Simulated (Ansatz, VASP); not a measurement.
**Two plane-wave programs on HgPd**

```
Hg Pd
1.0
     3.02600    0.00000    0.00000
     0.00000    3.02600    0.00000
     0.00000    0.00000    3.70200
Hg Pd
1 1
Direct
  0.00000 0.00000 0.00000
  0.50000 0.50000 0.50000
```

Alike in both runs: task single point; functional LDA; k mesh 6 × 6 × 6; occupations gaussian, width 0.1 eV; no spin polarisation.

|  | VASP | Ansatz |
| --- | --- | --- |
| version | VASP 6.6.1 | Ansatz 0.2.0 |
| potentials or method | VASP PAW LDA potentials, release 64 (Hg, Pd), cutoff 500 eV | scalar-relativistic, plane waves, PAW |
| valence electrons in the cell | 22 | 38 |

VASP gave:

```
gap on the k mesh at the Fermi level (eV)                     : none
pressure (GPa)                                                : -2.8
traceless stress, the component that is largest in VASP (GPa) : 0.45
```

Problem. Estimate Ansatz's values.

Solution. gap on the k mesh at the Fermi level (eV): none; pressure (GPa): -4.4; traceless stress, the component that is largest in VASP (GPa): 0.36.

LDA's correlation is that of Perdew and Zunger in VASP and of Perdew and Wang (1992) in Ansatz. A gap of «none» marks a metal or a gap that the smearing closes. VASP's potentials hold 22 valence electrons a cell and Ansatz's 38, so a difference there can come from the potentials and not from the codes.

Spin-orbit coupling is off throughout.
